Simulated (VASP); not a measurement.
Crystal: SnGe5.

```xyz
6
Lattice="6.2906 0.0000 0.0000 0.0000 6.2906 0.0000 0.0000 0.0000 3.3983" Properties=species:S:1:pos:R:3 pbc="T T T"
Sn    0.0000    0.0000    1.6991
Ge    1.8046    1.8046    1.6991
Ge    4.4860    4.4860    1.6991
Ge    4.4860    1.8046    1.6991
Ge    1.8046    4.4860    1.6991
Ge    3.1453    3.1453    1.6991
```

| Item | Value |
| --- | --- |
| Program | VASP 6.6.1 |
| Task | relaxation of cell and atoms |
| Functional | PBE |
| Potentials or basis | VASP PAW PBE potentials, release 64 (Sn_d, Ge_d) |
| Cutoff | 600 eV |
| k mesh | 4 × 4 × 6 |
| Occupations | gaussian, width 0.1 eV |
| Spin | no spin polarisation |

At the start: pressure 48.3 GPa; volume 22.41 Å³/atom.

Question: Where does the relaxation end?

Answer: Over 19 steps the energy falls by 2107.1 meV/atom and the volume is 27.07 Å³/atom (+20.8 %); space group P4/mmm (No. 123, to 0.05 Å).

The path:
| step | energy change (eV) | largest force (eV/Å) | pressure (GPa) | volume (Å³) |
| --- | --- | --- | --- | --- |
| 1 | 0.0000 | 12.4621 | 48.25 | 134.48 |
| 2 | -7.8070 | 0.2698 | -6.28 | 296.35 |
| 3 | -8.4019 | 0.0417 | -5.98 | 277.93 |
| 4 | -8.8722 | 0.1497 | -5.88 | 263.37 |
| 5 | -10.8373 | 0.9461 | -2.41 | 193.77 |
| 6 | -10.8624 | 0.9162 | -0.11 | 181.67 |
| 7 | -10.8716 | 0.9430 | -1.50 | 188.33 |
| 8 | -10.8752 | 0.9390 | -1.28 | 187.09 |
| 9 | -11.6829 | 0.6063 | -2.61 | 182.32 |
| 10 | -11.8520 | 0.0827 | 1.64 | 163.29 |
| 11 | -12.4623 | 0.2848 | -2.91 | 174.96 |
| 12 | -12.5103 | 0.1505 | -1.92 | 170.75 |
| 13 | -12.5376 | 0.2060 | -2.49 | 172.68 |
| 14 | -12.6252 | 0.0644 | 0.64 | 159.23 |
| 15 | -12.6305 | 0.0968 | 0.04 | 161.68 |
| 16 | -12.6404 | 0.0609 | 0.21 | 161.14 |
| 17 | -12.6413 | 0.0690 | 0.17 | 161.27 |
| 18 | -12.6425 | 0.0463 | -0.01 | 161.98 |
| 19 | -12.6427 | 0.0329 | -0.12 | 162.42 |

Final structure:
```
Sn Ge
1.0
     7.63359    0.00000    0.00000
     0.00000    7.63359    0.00000
     0.00000    0.00000    2.78731
Sn Ge
1 5
Direct
  0.00000 0.00000 0.50000
  0.26078 0.26078 0.50000
  0.73922 0.73922 0.50000
  0.73922 0.26078 0.50000
  0.26078 0.73922 0.50000
  0.50000 0.50000 0.50000
```

Caveat: the volume moved by over 15 % at a fixed basis, so the end points are rough.
